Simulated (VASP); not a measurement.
Input of a VASP 6.6.1 run:

Contents of INCAR:

```
SYSTEM = Al3Co2
ALGO = Normal
EDIFF = 1E-6
ENCUT = 400
GGA = PE
GGA_COMPAT = .False.
ISIF = 2
ISMEAR = -1
ISYM = -1
LASPH = .True.
LCHARG = .False.
LREAL = Auto
LWAVE = .False.
NBANDS = 70
NELM = 120
PREC = Accurate
SIGMA = 0.1586
```

Contents of KPOINTS:

```
explicit points
1
Reciprocal
  0.25000000   0.25000000   0.25000000 1
```

The input POSCAR:

```
Al3Co2
1.0
    6.8856700000      0.2998370000     -0.1355360000
    0.2998370000      6.3232090000      0.0556060000
   -0.1355360000      0.0556060000      6.4305730000
Al Co
12 8
Direct
    0.5753458814      0.2039033144      0.9121092058
    0.9698440698      0.6020070850      0.0542971178
    0.5786012615      0.3559272709      0.4795959254
    0.7320807145      0.7671562160      0.4222570529
    0.4733409078      0.9845327749      0.6295791687
    0.1757875798      0.4095835238      0.4328337839
    0.9037931850      0.9234565231      0.7751818990
    0.3794156580      0.8644622327      0.9635430923
    0.1181654462      0.8989877487      0.3280977541
    0.0058753097      0.1873309169      0.0731184597
    0.8902855335      0.4052725363      0.6953657404
    0.2873658762      0.6271492705      0.7432501208
    0.7450869233      0.9388216108      0.0918806126
    0.6549124607      0.6529927049      0.8202651463
    0.8574762707      0.1543682694      0.3793305980
    0.3021324071      0.4924613275      0.0621988139
    0.3825466787      0.1253719468      0.2486301632
    0.4089296837      0.7298979424      0.3229419818
    0.6563973241      0.5006046570      0.1795475839
    0.2216042907      0.2392050322      0.7908934591
```

Potentials or basis: VASP PAW PBE potentials, release 64 (Al, Co).

Launch:

```console
$ cat potpaw_PBE.64/Al/POTCAR potpaw_PBE.64/Co/POTCAR > POTCAR
$ mpirun -np 1 vasp_std > vasp.out
```

**Question.** Predict the pressure.

**Answer.** 0.6 GPa.

**Question.** Predict the largest force.

**Answer.** 4.751 eV/Å.

Forces in eV/Å, atoms in the order of the input:
```
Al  -0.318  3.224  1.236
Al  -0.756  0.753  0.224
Al  -1.545  0.396  1.035
Al   0.967 -0.028  0.683
Al  -0.616 -0.469 -2.943
Al  -0.117 -0.580 -1.464
Al   0.277  0.481 -1.344
Al   0.205  1.958  4.324
Al  -0.828 -0.158  1.201
Al   0.577  0.817 -0.824
Al   0.718 -0.601 -0.448
Al  -0.822 -2.279 -3.608
Co   0.352 -0.930  0.471
Co   0.080  0.189 -1.186
Co  -0.128 -0.197  1.600
Co   0.418 -0.602  1.632
Co   0.449  0.175 -0.294
Co   0.657 -1.106  1.226
Co   0.819 -0.566 -1.423
Co  -0.390 -0.478 -0.097
```

Caveat: the atoms stand as in a frame of molecular dynamics; the run has no spin polarisation, though such a crystal can be magnetic. Spin polarisation is off, so any magnetic state and its effect on volume and gap are missing.
